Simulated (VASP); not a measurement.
Os:

```
CELL_PARAMETERS angstrom
2.73410 0.00000 0.00000
-1.36705 2.36780 0.00000
0.00000 0.00000 4.31970
ATOMIC_POSITIONS crystal
Os 0.66667 0.33333 0.75000
Os 0.33333 0.66667 0.25000
```

| Quantity | Value |
| --- | --- |
| Program | VASP 6.6.1 |
| Task | relaxation of cell and atoms |
| Functional | RPBE |
| Potentials or basis | VASP PAW PBE potentials, release 64 (Os) |
| Cutoff | 600 eV |
| k mesh | 11 × 11 × 6 |
| Occupations | fermi-dirac, width 0.05 eV |
| Spin | no spin polarisation |

At the start: pressure 12.9 GPa; volume 13.98 Å³/atom.

Problem. How do energy, volume and symmetry change on relaxing?

Solution. Over 9 steps the energy falls by 16.9 meV/atom and the volume is 14.42 Å³/atom (+3.1 %); space group P6_3/mmc (No. 194, to 0.1 Å) before and after.

Step by step:
```tsv
step	energy change (eV)	largest force (eV/Å)	pressure (GPa)	volume (Å³)
1	0.0000	0.0000	12.89	27.96
2	0.4745	0.0000	-36.28	32.77
3	-0.0336	0.0000	-0.72	28.89
4	-0.0337	0.0000	-0.03	28.83
5	-0.0337	0.0000	0.21	28.82
6	-0.0337	0.0000	0.19	28.82
7	-0.0337	0.0000	0.20	28.82
8	-0.0336	0.0000	-0.56	28.88
9	-0.0337	0.0000	0.03	28.83
```

Final structure:
```yaml
crystal:
  lattice:
    - [2.76278, 0.00000, 0.00000]
    - [-1.38139, 2.39264, 0.00000]
    - [0.00000, 0.00000, 4.36158]
  atoms:
    - { symbol: Os, position: [0.66667, 0.33333, 0.75000] }
    - { symbol: Os, position: [0.33333, 0.66667, 0.25000] }
```

Caveat: the PAW data sets were made with another functional, which shifts forces and pressure a little.
